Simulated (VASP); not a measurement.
The system is SrHgI3.

```xyz
10
Lattice="8.2650 0.0000 0.0000 -4.1325 7.1577 0.0000 0.0000 0.0000 6.9426" Properties=species:S:1:pos:R:3 pbc="T T T"
Sr    0.0000    4.7718    5.2070
Sr    4.1325    2.3859    1.7357
Hg    0.0000    0.0000    0.0000
Hg    0.0000    0.0000    3.4713
I     4.1325    4.7718    5.2070
I     2.0663    1.1930    5.2070
I     6.1988    1.1930    5.2070
I     0.0000    2.3859    1.7357
I     2.0663    5.9648    1.7357
I    -2.0663    5.9648    1.7357
```

```yaml
Program: VASP 6.6.1
Task: relaxation of cell and atoms
Functional: PBE
Potentials_or_basis: VASP PAW PBE potentials, release 64 (Sr_sv, Hg, I)
Cutoff: 600 eV
k_mesh: 3 × 3 × 4
Occupations: gaussian, width 0.1 eV
Spin: no spin polarisation
```

At the start: pressure 1.4 GPa; volume 41.07 Å³/atom.

Q: Where does the relaxation end?

A: Over 27 steps the energy falls by 301.7 meV/atom and the volume is 42.68 Å³/atom (+3.9 %); space group P6_3/mmc (No. 194, to 0.1 Å) before and after.

The path:
| step | energy change (eV) | largest force (eV/Å) | pressure (GPa) | volume (Å³) |
| --- | --- | --- | --- | --- |
| 1 | 0.0000 | 1.4975 | 1.44 | 410.72 |
| 2 | -0.5514 | 0.8182 | -0.53 | 433.12 |
| 3 | -0.6383 | 0.5116 | -1.36 | 446.91 |
| 4 | -0.9293 | 0.3962 | -1.00 | 428.33 |
| 5 | -1.1890 | 0.0603 | 0.38 | 390.24 |
| 6 | -1.1929 | 0.0299 | 0.12 | 395.45 |
| 7 | -1.3119 | 0.0296 | 0.17 | 392.46 |
| 8 | -1.6322 | 0.0922 | 0.85 | 381.27 |
| 9 | -1.7945 | 0.3207 | 6.47 | 348.36 |
| 10 | -1.9471 | 0.1528 | 1.50 | 374.21 |
| 11 | -2.3346 | 0.0262 | 3.10 | 362.30 |
| 12 | -2.2881 | 0.0949 | 4.13 | 357.09 |
| 13 | -2.3308 | 0.0356 | 3.62 | 359.52 |
| 14 | -2.3546 | 0.0601 | 3.65 | 360.09 |
| 15 | -2.3974 | 0.1331 | 3.80 | 361.72 |
| 16 | -2.3459 | 0.2765 | 4.34 | 364.61 |
| 17 | -2.4018 | 0.1749 | 3.92 | 362.60 |
| 18 | -2.4577 | 0.1691 | 3.68 | 365.06 |
| 19 | -2.6064 | 0.1492 | 3.00 | 372.51 |
| 20 | -2.8250 | 0.1067 | 1.82 | 387.69 |
| 21 | -2.9998 | 0.0075 | 0.05 | 419.23 |
| 22 | -3.0013 | 0.0029 | -0.08 | 422.29 |
| 23 | -3.0013 | 0.0072 | -0.14 | 423.55 |
| 24 | -3.0046 | 0.0104 | -0.12 | 423.92 |
| 25 | -3.0122 | 0.0195 | -0.05 | 425.03 |
| 26 | -3.0169 | 0.0361 | 0.09 | 427.17 |
| 27 | -3.0171 | 0.0334 | 0.06 | 426.80 |

Final structure:
```yaml
crystal:
  lattice:
    - [9.72336, 0.00000, 0.00000]
    - [-4.86168, 8.42067, 0.00000]
    - [0.00000, 0.00000, 5.21268]
  atoms:
    - { symbol: Sr, position: [0.33333, 0.66667, 0.75000] }
    - { symbol: Sr, position: [0.66667, 0.33333, 0.25000] }
    - { symbol: Hg, position: [0.00000, 0.00000, 0.00000] }
    - { symbol: Hg, position: [0.00000, 0.00000, 0.50000] }
    - { symbol: I, position: [0.80083, 0.60166, 0.75000] }
    - { symbol: I, position: [0.39834, 0.19917, 0.75000] }
    - { symbol: I, position: [0.80083, 0.19917, 0.75000] }
    - { symbol: I, position: [0.19917, 0.39834, 0.25000] }
    - { symbol: I, position: [0.60166, 0.80083, 0.25000] }
    - { symbol: I, position: [0.19917, 0.80083, 0.25000] }
```

Caveat: a cell axis changed by over 15 % at a fixed basis, so the end point is rough.
